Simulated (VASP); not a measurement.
Set up this calculation in VASP 6.6.1, as the native input.

* Task: single point
* Functional: PBE
* Potentials or basis: VASP PAW PBE potentials, release 64 (Si, N)
* Cutoff: 520 eV
* k mesh: 6 × 6 × 6
* Occupations: gaussian, width 0.1 eV
* Spin: no spin polarisation
* Dipole correction: no
* Further INCAR settings: ALGO = Normal; EDIFF = 1e-06; NBANDS = 24

The structure of Si6N lies in POSCAR:

```
Si6N
1.0
    2.5307658100      1.4611383200      4.6027217300
   -2.5307658100      1.4611383200      4.6027217300
    0.0000000000     -2.9222766400      4.6027217300
Si N
6 1
Direct
    0.7751936500      0.3763015900      0.0819004800
    0.2248063500      0.6236984100      0.9180995200
    0.3763015900      0.0819004800      0.7751936500
    0.0819004800      0.7751936500      0.3763015900
    0.6236984100      0.9180995200      0.2248063500
    0.9180995200      0.2248063500      0.6236984100
    0.0000000000      0.0000000000      0.0000000000
```

These files were run (other wordings do the same):

INCAR

```
PREC = Accurate ; ENCUT = 520
EDIFF = 1E-6 ; ISMEAR = 0
SIGMA = 0.1 ; LREAL = F
LASPH = T ; NELM = 80
ALGO = Normal ; ISIF = 2
LWAVE = F ; LCHARG = F
GGA = PE ; NBANDS = 24
```

KPOINTS

```
regular mesh
0
Gamma
  6 6 6
```

Potentials or basis: VASP PAW PBE potentials, release 64 (Si, N).

Run with:

```bash
$ cat potpaw_PBE.64/Si/POTCAR potpaw_PBE.64/N/POTCAR > POTCAR
$ mpirun -np 1 vasp_std > vasp.out
```

Results of the run:

- Pressure: 10.5 GPa
- Largest force: 2.856 eV/Å

Caveat: forces of over 1 eV/Å act on the atoms, so gaps and moduli don't describe the material at rest.

It took 91 s on 1 thread of Intel(R) Xeon(R) 6975P-C (Granite Rapids) (shared host), peak memory 0.29 GiB.
